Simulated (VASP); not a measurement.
Write the native input for VASP 6.6.1 that does the following.

- Task: single point
- Functional: PBE-based screened hybrid
- Potentials or basis: VASP PAW PBE potentials, release 64 (Si, C)
- Cutoff: 520 eV
- k mesh: 6 × 6 × 2
- Occupations: fermi-dirac, width 0.05 eV
- Spin: no spin polarisation
- Dipole correction: no
- Grid for exact exchange (PRECFOCK): Normal
- Share of exact exchange: 0.1
- Further INCAR settings: ALGO = Normal; EDIFF = 1e-06; NBANDS = 13
- Screening parameter: 0.2 1/Å

The system is SiC2.

```xyz
3
Lattice="2.4649 0.0000 0.0000 -1.2325 2.1347 0.0000 0.0000 0.0000 7.1274" Properties=species:S:1:pos:R:3 pbc="T T T"
Si    0.0000    0.0000    0.0000
C     0.0000    1.4231    3.5637
C     1.2325    0.7115    3.5637
```

The input as run:

POSCAR

```
SiC2
1.0
    2.4649100000      0.0000000000      0.0000000000
   -1.2324500000      2.1346700000      0.0000000000
    0.0000000000      0.0000000000      7.1274500000
Si C
1 2
Direct
    0.0000000000      0.0000000000      0.0000000000
    0.3333300000      0.6666700000      0.5000000000
    0.6666700000      0.3333300000      0.5000000000
```

INCAR.step1

```
ALGO = Normal ; EDIFF = 1E-5
ENCUT = 520 ; GGA = PE
ISIF = 2 ; ISMEAR = -1
LASPH = T ; LCHARG = F
LREAL = F ; LWAVE = T
NBANDS = 13 ; NELM = 60
PREC = Accurate ; SIGMA = 0.05
```

INCAR.step2

```
AEXX = 0.1 ; ALGO = Normal
EDIFF = 1E-6 ; ENCUT = 520
GGA = PE ; HFSCREEN = 0.2
ISIF = 2 ; ISMEAR = -1
ISTART = 1 ; LASPH = T
LCHARG = F ; LHFCALC = T
LREAL = F ; LWAVE = F
NBANDS = 13 ; NELM = 60
PREC = Accurate ; PRECFOCK = Normal
SIGMA = 0.05
```

KPOINTS

```
k-points
0
Gamma
  6 6 2
```

Potentials or basis: VASP PAW PBE potentials, release 64 (Si, C).

Command:

```bash
$ cat potpaw_PBE.64/Si/POTCAR potpaw_PBE.64/C/POTCAR > POTCAR
$ cp INCAR.step1 INCAR
$ mpirun -np 1 vasp_std > vasp.out
$ cp INCAR.step2 INCAR
$ mpirun -np 1 vasp_std > vasp.out
```

It gave:

| Item | Value |
| --- | --- |
| Pressure | 1.4 GPa |
| Band gap on the k mesh | zero (band 6 reaches 5.25 eV, above the bottom of band 7 at 5.18 eV) |

Caveat: the k points lie up to 0.49 Å⁻¹ apart; the PAW data sets were made with another functional, which shifts forces and pressure a little.

Run time: 10 min on 1 thread of Oxide Virtual Turin-like Processor, on a shared host, peak memory 0.22 GiB.
